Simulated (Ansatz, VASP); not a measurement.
SiNi2 in VASP and in Ansatz

```xyz
6
Lattice="3.8685 0.0000 0.0000 -1.9342 3.3502 0.0000 0.0000 0.0000 4.9170" Properties=species:S:1:pos:R:3 pbc="T T T"
Si    0.0000    2.2335    3.6877
Si    1.9342    1.1167    1.2292
Ni    0.0000    0.0000   -0.2625
Ni    0.0000    0.0000    2.7210
Ni    0.0000    2.2335    1.2292
Ni    1.9342    1.1167    3.6877
```

Change from the starting cell: mode 14 (307.9 1/cm) frozen in, largest displacement +0.263 Å.

Alike in both runs: task single point; functional PBEsol; k mesh 12 × 12 × 10; occupations gaussian, width 0.15 eV; no spin polarisation.

|  | VASP | Ansatz |
| --- | --- | --- |
| version | VASP 6.6.1 | Ansatz 0.2.0 |
| potentials or method | VASP PAW PBE potentials, release 64 (Si, Ni), cutoff 520 eV | scalar-relativistic, plane waves, PAW |
| valence electrons in the cell | 48 | 80 |

|  | VASP | Ansatz | Ansatz less VASP |
| --- | --- | --- | --- |
| gap on the k mesh at the Fermi level (eV) | none | none | - |
| pressure (GPa) | 13.8 | 13.9 | +0.12 |
| traceless stress, the component that is largest in VASP (GPa) | 13.88 | 14.72 | +0.840 |
| rms of the force components (eV/Å) | 2.889 | 2.961 | +0.0726 |

VASP's potentials were made for PBE, not for PBEsol. Atom by atom the forces differ by 0.073 eV/Å (rms over components). A gap of «none» marks a metal or a gap that the smearing closes. VASP's potentials hold 48 valence electrons a cell and Ansatz's 80, so a difference there can come from the potentials and not from the codes.
